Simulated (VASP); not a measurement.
# V: single point with PBE

V:

```xyz
1
Lattice="-1.4705 1.4705 1.5130 1.4705 -1.4705 1.5130 1.5555 1.5555 -1.5130" Properties=species:S:1:pos:R:3 pbc="T T T"
V     0.0000    0.0000    0.0000
```

This cell differs from its parent crystal: strain +0.0562 x Voigt [0, 0, 0, 0, 0, 1].

* Program: VASP 6.6.1
* Task: single point
* Functional: PBE
* Potentials or basis: VASP PAW PBE potentials, release 64 (V_sv)
* Cutoff: 520 eV
* k mesh: 22 × 22 × 22
* Occupations: gaussian, width 0.15 eV
* Spin: no spin polarisation
* Dipole correction: no
* Further INCAR settings: ALGO = Fast; EDIFF = 1e-07; NBANDS = 12

```json
{"Pressure": "-4.5 GPa", "Band gap on the k mesh": "zero (an odd number of electrons rules out a gap without spin polarisation)"}
```

Stress tensor (GPa, compression positive):
```
-4.69 -1.16  0.00
-1.16 -4.69  0.00
 0.00  0.00 -4.23
```

Levels at points of the mesh, in eV from the Fermi level:
```csv
k point,band 3,band 4,band 5,band 6,band 7,band 8,band 9,band 10,band 11,band 12
"(0.00, 0.00, 0.00)",-37.09,-37.03,-6.53,0.11,0.34,0.69,2.35,2.41,19.58,20.29
"(0.50, 0.00, 0.00)",-37.37,-37.08,-3.08,-1.09,1.55,2.35,2.68,3.95,9.84,15.54
"(0.50, 0.50, 0.00)",-37.41,-37.15,-3.08,-1.00,2.04,2.19,2.46,4.16,10.35,15.23
"(0.00, 0.00, 0.50)",-37.29,-37.04,-3.11,-1.18,1.08,2.53,2.89,3.80,9.32,16.16
"(0.50, 0.50, 0.50)",-37.67,-37.61,-2.89,-2.86,3.31,3.57,3.88,9.81,9.94,10.14
```

Wall time 2.4 min on 1 thread of Intel(R) Xeon(R) Platinum 8488C (Sapphire Rapids) (shared host), peak memory 0.34 GiB.

Caveat: the cell differs from its parent crystal (strain +0.0562 x Voigt [0, 0, 0, 0, 0, 1]); the cell stands under tension.
